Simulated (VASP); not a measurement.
# Pb (P6_3/mmc) in VASP: notebook, part 2 of 2

VASP 6.6.1. Earlier steps stand in the parts before.

## 3. Electric field gradients, PBE (29.90 Å³/atom)

This run uses another cell than the first one, of 29.90 Å³/atom.

INCAR reads:

```
PREC     = Accurate       # precision mode
ENCUT    = 520            # plane-wave cutoff, eV
EDIFF    = 1E-8           # SCF threshold, eV
ISMEAR   = -1             # smearing method
SIGMA    = 0.08           # smearing width, eV
LREAL    = F              # projectors in reciprocal space
LASPH    = T              # aspherical terms in the spheres
NELM     = 100            # most SCF steps
ALGO     = Normal         # electronic algorithm
ISIF     = 2              # what is computed and relaxed
LWAVE    = F              # write WAVECAR
LCHARG   = F              # write CHGCAR
GGA      = PE             # functional
LEFG     = T            
NBANDS   = 21             # bands
```

KPOINTS reads:

```
regular mesh
0
Gamma
  14 14 8
```

POSCAR reads:

```
Pb
1.0
    3.5030477244      0.0000000000      0.0000000000
   -1.7515238622      3.0337283200      0.0000000000
    0.0000000000      0.0000000000      5.6270209464
Pb
2
Direct
    0.3333333333      0.6666666667      0.2500000000
    0.6666666667      0.3333333333      0.7500000000
```

Potentials or basis: VASP PAW PBE potentials, release 64 (Pb_d).

Run with:

```bash
> cat potpaw_PBE.64/Pb_d/POTCAR > POTCAR
> mpirun -np 1 vasp_std > vasp.out
```

OUTCAR:

```text
PREC = Accurate
   ENCUT = 520
   EDIFF = 1E-8
   ISMEAR = -1
   LREAL = F
   LASPH = T
   NELM = 100
   ISIF = 2
   GGA = PE

 ion  position               nearest neighbor table
   1  0.333  0.667  0.250-   2 3.47   2 3.47   2 3.47   2 3.47   2 3.47   2 3.47
   2  0.667  0.333  0.750-   1 3.47   1 3.47   1 3.47   1 3.47   1 3.47   1 3.47

  LATTYP: Found a hexagonal cell.
 ALAT       =     3.5030477244
 C/A-ratio  =     1.6063215203

  Lattice vectors:

[... 790 lines left out ...]

  FREE ENERGIE OF THE ION-ELECTRON SYSTEM (eV)
  ---------------------------------------------------
  free  energy   TOTEN  =        -7.0707633408 eV

  energy  without entropy=       -7.0456392511  energy(sigma->0) =       -7.05820130

 Electric field gradients (V/A^2)
---------------------------------------------------------------------
 ion       V_xx      V_yy      V_zz      V_xy      V_xz      V_yz
---------------------------------------------------------------------
   1      23.789    23.789   -47.578     0.000     0.000    -0.000
   2      23.789    23.789   -47.578     0.000    -0.000     0.000
---------------------------------------------------------------------

 Electric field gradients after diagonalization (V/A^2)
 (convention: |V_zz| > |V_xx| > |V_yy|)
----------------------------------------------------------------------
 ion       V_xx      V_yy      V_zz     asymmetry (V_yy - V_xx)/ V_zz
----------------------------------------------------------------------
   1      23.789    23.789   -47.578       0.000
   2      23.789    23.789   -47.578       0.000
----------------------------------------------------------------------

           NMR quadrupolar parameters

 Cq : quadrupolar parameter    Cq=e*Q*V_zz/h
 eta: asymmetry parameters     (V_yy - V_xx)/ V_zz
 Q  : nuclear electric quadrupole moment in mb (millibarn)
----------------------------------------------------------------------
 ion       Cq(MHz)       eta       Q (mb)
----------------------------------------------------------------------
   1      -0.115       0.000       1.000
   2      -0.115       0.000       1.000
----------------------------------------------------------------------
```

OSZICAR:

```text
N       E                     dE             d eps       ncg     rms          rms(c)
DAV:   1     0.294325105206E+03    0.29433E+03   -0.14222E+04  5050   0.164E+03
DAV:   2     0.141020480921E+02   -0.28022E+03   -0.27392E+03  5065   0.409E+02
DAV:   3    -0.642797309004E+01   -0.20530E+02   -0.20302E+02  6053   0.137E+02
DAV:   4    -0.706427112091E+01   -0.63630E+00   -0.63589E+00  6024   0.272E+01
DAV:   5    -0.709557821634E+01   -0.31307E-01   -0.31306E-01  6844   0.555E+00    0.767E-01
DAV:   6    -0.707604325075E+01    0.19535E-01   -0.39114E-02  6912   0.260E+00    0.379E-01
DAV:   7    -0.707095128399E+01    0.50920E-02   -0.14447E-02  6979   0.161E+00    0.126E-01
DAV:   8    -0.707077557157E+01    0.17571E-03   -0.10933E-03  6846   0.448E-01    0.161E-02
DAV:   9    -0.707076337564E+01    0.12196E-04   -0.47159E-05  6639   0.106E-01    0.711E-03
DAV:  10    -0.707076329126E+01    0.84375E-07   -0.37116E-06  6868   0.177E-02    0.859E-04
DAV:  11    -0.707076337625E+01   -0.84990E-07   -0.35699E-07  6975   0.760E-03    0.502E-04
DAV:  12    -0.707076331788E+01    0.58374E-07   -0.31425E-08  5160   0.296E-03    0.699E-05
DAV:  13    -0.707076334125E+01   -0.23378E-07   -0.21052E-09  3415   0.690E-04    0.311E-05
DAV:  14    -0.707076334078E+01    0.47885E-09   -0.61131E-10  3285   0.331E-04
   1 F= -.70707633E+01 E0= -.70582013E+01  d E =-.251241E-01
```

stdout:

```text
POSCAR found type information on POSCAR Pb
 POSCAR found :  1 types and       2 ions
 scaLAPACK will be used
 LDA part: xc-table for (Slater+PW92), standard interpolation
 POSCAR, INCAR and KPOINTS ok, starting setup
 FFT: planning ... GRIDC
 FFT: planning ... GRID_SOFT
 FFT: planning ... GRID
 WAVECAR not read
 entering main loop
ion   1

ion   2
```

It took 3.8 min on 1 thread of Intel Xeon Platinum 8259CL at 2.50GHz (Skylake/Cascade Lake), shared host; peak memory 0.25 GiB.

Results:

```
Free energy                             : -7.0708 eV
Pressure                                : 2.9 GPa
Band gap on the k mesh                  : zero (bands 14 and 15 overlap by 7.27 eV)
Largest electric field gradient by atom : Pb -47.6 V/Å²
```

Stress tensor (GPa, compression positive):
```
2.33 0.00 0.00
0.00 2.33 0.00
0.00 0.00 4.06
```

Electric field gradients, principal values (V/Å²):
```
atom   least  middle  greatest (by size)
1 Pb  23.789  23.789             -47.578
2 Pb  23.789  23.789             -47.578
```

Caveat: without QUAD_EFG the Cq values of the log hold for a quadrupole moment of 1 mb, not for the nuclei; spin-orbit coupling is left out, which moves the levels of the heavy elements.
